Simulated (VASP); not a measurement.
# MgH2 (P1) in VASP: relaxation of cell and atoms with PBE

Aim: the relaxation of cell and atoms of MgH2 with PBE.

All numbers are computed with VASP 6.6.1; they aren't measurements. Logs are shortened: lines on timing, memory, paths and dates and some standing lists are left out, and cuts for length are marked.

## 1. The cell of the first run

The typed cell holds 12 atoms: a = 5.484 Å, b = 6.903 Å, c = 6.826 Å, α = 91.57°, β = 88.51°, γ = 90.30°.

## 2. Relaxation of cell and atoms, PBE

Input file INCAR:

```
SYSTEM = MgH2
  PREC = Accurate
  ENCUT = 600
  EDIFF = 1E-6
  ISMEAR = 0
  SIGMA = 0.1
  LREAL = .FALSE.
  LASPH = .TRUE.
  NELM = 80
  ALGO = Normal
  ISIF = 3
  LWAVE = .FALSE.
  LCHARG = .FALSE.
  GGA = PE
  IBRION = 2
  NSW = 80
  EDIFFG = -0.025
```

Input file KPOINTS:

```
regular mesh
0
G
  4 2 2
  0 0 0
```

Input file POSCAR:

```
MgH2
1.0
   -0.0138263204      0.0711196667      5.4834509785
    6.9026013575     -0.0940878888     -0.0173574047
   -0.0940878888      6.8246704845      0.0892828175
Mg H
4 8
Direct
    0.7543155798      0.3519156529      0.0120208469
    0.2410322568      0.6568477191     -0.0022491279
    0.0172213148     -0.0117865984      0.3476787825
    0.5063043951      0.0001934706      0.6386082250
    0.5167048915      0.4968302764      0.0852368640
    0.0015907197      0.5072146643      0.9019840841
    0.8712638692      0.2009963916      0.1879410384
    0.6267948933      0.1931713421      0.8000136011
    0.1033059975      0.8090272966      0.2046963823
    0.3674502678      0.7963875626      0.8071949321
    0.7493156633      0.9059902086      0.5078532157
    0.2447001511      0.0932120137      0.5090211557
```

Potentials or basis: VASP PAW PBE potentials, release 64 (Mg, H).

Launch:

```
cat potpaw_PBE.64/Mg/POTCAR potpaw_PBE.64/H/POTCAR > POTCAR
mpirun -np 1 vasp_std > vasp.out
```

OUTCAR:

```text
SYSTEM = MgH2
   PREC = Accurate
   ENCUT = 600
   EDIFF = 1E-6
   ISMEAR = 0
   LREAL = .FALSE.
   LASPH = .TRUE.
   NELM = 80
   ISIF = 3
   GGA = PE
   IBRION = 2
   NSW = 80
   EDIFFG = -0.025

 ion  position               nearest neighbor table
   1  0.754  0.352  0.012-   5 1.70   7 1.75   6 1.88   8 1.93   2 3.39   2 3.53
   2  0.241  0.657  0.998-  10 1.76   6 1.79   9 1.88   5 1.99   1 3.39   3 3.47   1 3.53
   3  0.017  0.988  0.348-   9 1.62  12 1.82  11 1.90   7 2.03   4 3.38   4 3.39   2 3.47
   4  0.506  0.000  0.639-  11 1.71  12 1.83   8 1.84  10 1.98   3 3.38   3 3.39
   5  0.517  0.497  0.085-   1 1.70   2 1.99
   6  0.002  0.507  0.902-   2 1.79   1 1.88
   7  0.871  0.201  0.188-   1 1.75   3 2.03
   8  0.627  0.193  0.800-   4 1.84   1 1.93
   9  0.103  0.809  0.205-   3 1.62   2 1.88
  10  0.367  0.796  0.807-   2 1.76   4 1.98
  11  0.749  0.906  0.508-   4 1.71   3 1.90
  12  0.245  0.093  0.509-   3 1.82   4 1.83

  LATTYP: Found a triclinic cell.
 ALAT       =     6.9032643953
 B/A-ratio  =     1.3868823296
 C/A-ratio  =     1.6469063547
 COS(alpha) =     0.0026015220
 COS(beta)  =     0.6261894118
 COS(gamma) =     0.7014762430

  Lattice vectors:

 A1 = (  -6.9026013575,   0.0940878888,   0.0173574047)
 A2 = (  -6.8085134687,  -6.7305825957,  -0.0719254128)
 A3 = (  -7.0105155667,   6.9898780400,   5.5900912007)

Analysis of symmetry for initial positions (statically):
=====================================================================
 Subroutine PRICEL returns:
 Original cell was already a primitive cell.

 Routine SETGRP: Setting up the symmetry group for a
 triclinic supercell.

 Subroutine GETGRP returns: Found  1 space group operations
 (whereof  1 operations were pure point group operations)
 out of a pool of  2 trial point group operations.

The static configuration has the point symmetry C_1 .

Analysis of symmetry for dynamics (positions and initial velocities):
=====================================================================
 Subroutine PRICEL returns:
 Original cell was already a primitive cell.

 Routine SETGRP: Setting up the symmetry group for a
 triclinic supercell.

 Subroutine GETGRP returns: Found  1 space group operations
 (whereof  1 operations were pure point group operations)
 out of a pool of  2 trial point group operations.

The dynamic configuration has the point symmetry C_1 .

 Subroutine INISYM returns: Found  1 space group operations
 (whereof  1 operations are pure point group operations),
 and found     1 'primitive' translations
[... 110 lines left out ...]
   POTIM  = 0.5000    time-step for ionic-motion
   TEBEG  =    0.0;   TEEND  =   0.0 temperature during run
   PSTRESS=    0.0 pullay stress
   NELECT =      16.0000    total number of electrons
   NUPDOWN=      -1.0000    fix difference up-down
   EMIN   =  10.00;   EMAX   =-10.00  energy-range for DOS
   EFERMI =   0.00;   METHOD = LEGACY
   ISMEAR =     0;   SIGMA  =   0.10  broadening in eV -4-tet -1-fermi 0-gaus
   EFERMI_NEDOS =   21; number of points for ismear=-14 and -15
   IALGO  =     38    algorithm
   IMIX   =      4    mixing-type and parameters
     AMIX     =   0.40;   BMIX     =  1.00
     AMIX_MAG =   1.60;   BMIX_MAG =  1.00
  volume/ion in A,a.u.               =      21.52       145.21
  Fermi-wavevector in a.u.,A,eV,Ry     =   0.647815  1.224194  5.709885  0.419665
  Thomas-Fermi vector in A             =   1.716246
   LORBIT       =      0    0 simple, 1 ext, 2 COOP (PROOUT), +10 PAW based schemes
   GGA     = PE    functional components
   LHFCALC =     F    Hartree Fock is set to
   AEXX    =    0.0000 exact exchange contribution
   IVDW    =     0    specifies the selected vdW correction
   LEPSILON=     F    determine dielectric tensor
   LRPA    =     F    only Hartree local field effects (RPA)
 conjugate gradient relaxation of ions
 non-spin polarized calculation
 Gauss-broadening in eV      SIGMA  =   0.10
  energy-cutoff  :      600.00
  volume of cell :      258.22
 maximum number of plane-waves:      8652
 NGX is ok and might be reduce to    48
   NGX = 21   NGY = 27   NGZ = 27

--------------------------------------- Ionic step        1  -------------------------------------------

 number of electron      15.9999999 magnetization

 Free energy of the ion-electron system (eV)
  ---------------------------------------------------
  ext. energy  EPLUGINS =         0.00000000
  ---------------------------------------------------
  free energy    TOTEN  =       -33.38673741 eV

  energy without entropy =      -33.38673741  energy(sigma->0) =      -33.38673741

------------------------ aborting loop because EDIFF is reached ----------------------------------------

  FORCE on cell =-STRESS in cart. coord.  units (eV):
  Direction    XX          YY          ZZ          XY          YZ          ZX
  --------------------------------------------------------------------------------------
  -------------------------------------------------------------------------------------
  Total       -0.0390812     -0.1658130     -0.1612113      1.9490764     -1.2567183     -1.0077551
  in kB       -0.2424867     -1.0288179     -1.0002657     12.0934076     -7.7975430     -6.2528042
  external PRESSURE =      -0.7571901 kB  Pullay stress =       0.0000000 kB
[... 119 lines left out ...]
  FREE ENERGIE OF THE ION-ELECTRON SYSTEM (eV)
  ---------------------------------------------------
  free  energy   TOTEN  =       -33.8257146237 eV

  energy  without entropy=      -33.8257146237  energy(sigma->0) =      -33.82571462

[... ionic steps 4 to 10 ...]

--------------------------------------- Ionic step       11  -------------------------------------------

 number of electron      16.0000000 magnetization

------------------------ aborting loop because EDIFF is reached ----------------------------------------
[... 87 lines left out ...]
--------------------------------------- Ionic step       13  -------------------------------------------

 number of electron      16.0000000 magnetization

 Free energy of the ion-electron system (eV)
  ---------------------------------------------------
  ext. energy  EPLUGINS =         0.00000000
  ---------------------------------------------------
  free energy    TOTEN  =       -33.89519760 eV

  energy without entropy =      -33.89519760  energy(sigma->0) =      -33.89519760

 E-fermi :  -3.4736     XC(G=0):  -5.5733

 val. band max:       -3.9185128190   @ k =   0.2500   0.5000   0.5000
 cond. band min:       1.1839203718   @ k =   0.5000   0.0000   0.5000
 fundamental gap:      5.1024331908
 Fermi energy:        -3.4736179914

 k-point     1 :       0.0000    0.0000    0.0000
  band No.  band energies     occupation
      1      -7.2983      2.00000
      2      -5.8416      2.00000
      3      -5.1355      2.00000
      4      -5.1268      2.00000
      5      -4.0694      2.00000
      6      -4.0572      2.00000
      7      -4.0556      2.00000
      8      -4.0166      2.00000
      9       1.9562      0.00000
     10       2.0992      0.00000
     11       2.1126      0.00000
     12       2.4653      0.00000
     13       2.4740      0.00000
     14       3.5615      0.00000
[... 236 lines left out ...]
  FREE ENERGIE OF THE ION-ELECTRON SYSTEM (eV)
  ---------------------------------------------------
  free  energy   TOTEN  =       -33.8951975972 eV

  energy  without entropy=      -33.8951975972  energy(sigma->0) =      -33.89519760

 reached required accuracy - stopping structural energy minimisation
```

OSZICAR:

```text
N       E                     dE             d eps       ncg     rms          rms(c)
DAV:   1     0.247298232399E+02    0.24730E+02   -0.50843E+03   360   0.834E+02
DAV:   2    -0.312563071674E+02   -0.55986E+02   -0.52075E+02   521   0.110E+02
DAV:   3    -0.372579593082E+02   -0.60017E+01   -0.59872E+01   486   0.414E+01
[... 100 lines left out ...]
DAV:   1    -0.338952361547E+02   -0.66640E-03   -0.31942E-02   360   0.129E+00    0.497E-02
DAV:   2    -0.338952205110E+02    0.15644E-04   -0.40770E-04   521   0.133E-01    0.310E-02
DAV:   3    -0.338951967185E+02    0.23792E-04   -0.36535E-05   486   0.381E-02    0.691E-03
DAV:   4    -0.338951975158E+02   -0.79726E-06   -0.17410E-05   500   0.239E-02    0.323E-03
DAV:   5    -0.338951975972E+02   -0.81421E-07   -0.77511E-07   313   0.575E-03
  13 F= -.33895198E+02 E0= -.33895198E+02  d E =-.627610E-03
```

CONTCAR:

```text
MgH2
   1.00000000000000
     0.0171409304857820   -0.0088090501346361    5.4115942404457851
     6.8044783609664732   -0.0050508737806666    0.0210321393614277
    -0.0063365844309845    6.7858549823359358   -0.0097933366289617
  Mg              H
     4     8
Direct
     0.7520753361365633    0.3490722485230305    0.9991857590826269
     0.2486141344923553    0.6524690522185601    0.9988117105466818
     0.9994243704249097    0.9997957662538641    0.3488991544507627
     0.5006039568325948    0.9997758131078051    0.6540716764187589
     0.5017621229871044    0.5020456217732142    0.0924985615526452
     0.0007502286910888    0.4995336542244763    0.9032812699740366
     0.8771509680995293    0.1967278608464991    0.1958853464414632
     0.6280119717418418    0.1953723036669019    0.8045475829304758
     0.1196119374656040    0.8011530114500489    0.1965974924910048
     0.3724373064285287    0.8045906522052079    0.8035005012413180
     0.7501006001358789    0.9048965095822874    0.5011142238255011
     0.2494570664639990    0.0945675062481062    0.5016067209447230

  0.00000000E+00  0.00000000E+00  0.00000000E+00
  0.00000000E+00  0.00000000E+00  0.00000000E+00
  0.00000000E+00  0.00000000E+00  0.00000000E+00
  0.00000000E+00  0.00000000E+00  0.00000000E+00
  0.00000000E+00  0.00000000E+00  0.00000000E+00
  0.00000000E+00  0.00000000E+00  0.00000000E+00
  0.00000000E+00  0.00000000E+00  0.00000000E+00
  0.00000000E+00  0.00000000E+00  0.00000000E+00
  0.00000000E+00  0.00000000E+00  0.00000000E+00
  0.00000000E+00  0.00000000E+00  0.00000000E+00
  0.00000000E+00  0.00000000E+00  0.00000000E+00
  0.00000000E+00  0.00000000E+00  0.00000000E+00
```

Wall time 9.5 min (1 thread of Oxide Virtual Turin-like, shared host); peak memory 0.39 GiB.

Results:

- Free energy: -33.8952 eV
- Relaxed volume: 20.82 Å³/atom
- Relaxed cell: a = 5.412 Å, b = 6.805 Å, c = 6.786 Å, α = 90.10°, β = 90.18°, γ = 89.64°
- Space group after relaxing (to 0.05 Å): C2 (No. 5)
- Energy gained by relaxing: 42.4 meV/atom
- Ionic steps: 13
- Pressure after relaxing: 0.0 GPa
- Largest force after relaxing: 0.025 eV/Å
- Band gap on the k mesh: 5.10 eV, indirect (least direct gap 5.22 eV)

Forces on the atoms (eV/Å):
```
Mg  -0.017  0.018  0.002
Mg   0.007  0.012  0.001
Mg  -0.007  0.004 -0.003
Mg   0.005 -0.018 -0.007
H   -0.002  0.015 -0.003
H    0.000 -0.009  0.006
H    0.004  0.004 -0.004
H   -0.008 -0.008 -0.013
H    0.010 -0.003  0.013
H    0.004  0.010  0.003
H    0.003 -0.011  0.011
H    0.001 -0.013 -0.006
```

Step by step:
| step | energy change (eV) | largest force (eV/Å) | pressure (GPa) | volume (Å³) |
| --- | --- | --- | --- | --- |
| 1 | 0.0000 | 1.9299 | -0.08 | 258.22 |
| 2 | -0.4161 | 0.4646 | -0.56 | 257.81 |
| 3 | -0.4390 | 0.4671 | -0.58 | 257.67 |
| 4 | -0.4816 | 0.2178 | -0.36 | 254.53 |
| 5 | -0.4888 | 0.2412 | -0.20 | 252.65 |
| 6 | -0.4984 | 0.1086 | -0.07 | 251.10 |
| 7 | -0.5001 | 0.1076 | 0.02 | 250.08 |
| 8 | -0.5027 | 0.0680 | 0.04 | 249.79 |
| 9 | -0.5046 | 0.0926 | 0.07 | 249.27 |
| 10 | -0.5067 | 0.0542 | 0.05 | 249.47 |
| 11 | -0.5078 | 0.0465 | 0.01 | 249.72 |
| 12 | -0.5078 | 0.0476 | 0.01 | 249.75 |
| 13 | -0.5085 | 0.0248 | -0.01 | 249.87 |

Final structure:
```xyz
12
Lattice="0.0171 -0.0088 5.4116 6.8045 -0.0051 0.0210 -0.0063 6.7859 -0.0098" Properties=species:S:1:pos:R:3 pbc="T T T"
Mg    2.3818    6.7719    4.0675
Mg    4.4376    6.7723    1.3493
Mg    6.8180    2.3537    5.4261
Mg    6.8074    4.4290    2.7237
H     3.4242    0.6207    2.7250
H     3.3934    6.1270    0.0057
H     1.3524    1.3205    4.7490
H     1.3351    5.4530    3.3948
H     5.4522    1.3290    0.6622
H     5.4761    5.4451    2.0245
H     6.1670    3.3893    4.0734
H     0.6446    3.4012    1.3470
```

Levels at points of the mesh, in eV from the valence-band top:
```csv
k point,band 4,band 5,band 6,band 7,band 8,band 9,band 10,band 11,band 12,band 13
"(0.00, 0.00, 0.00)",-1.21,-0.15,-0.14,-0.14,-0.10,5.87,6.02,6.03,6.38,6.39
"(0.50, 0.00, 0.00)",-1.21,-0.37,-0.33,-0.25,-0.24,5.61,5.62,6.15,6.17,6.62
"(0.00, 0.50, 0.00)",-0.79,-0.28,-0.17,-0.13,-0.06,5.62,5.74,6.02,6.55,6.63
"(0.50, 0.50, 0.00)",-1.55,-0.32,-0.30,-0.13,-0.13,5.12,5.16,5.99,6.03,7.17
"(0.00, 0.00, 0.50)",-0.80,-0.28,-0.19,-0.12,-0.05,5.61,5.75,6.01,6.53,6.62
"(0.50, 0.00, 0.50)",-1.54,-0.34,-0.30,-0.13,-0.12,5.10,5.15,5.99,6.02,7.17
"(0.00, 0.50, 0.50)",-0.49,-0.18,-0.06,-0.02,-0.01,5.30,5.76,6.06,6.67,6.67
"(0.50, 0.50, 0.50)",-1.64,-0.44,-0.42,-0.17,-0.15,5.61,5.66,6.01,6.05,7.22
```

Caveat: the k points lie up to 0.46 Å⁻¹ apart in the final cell.
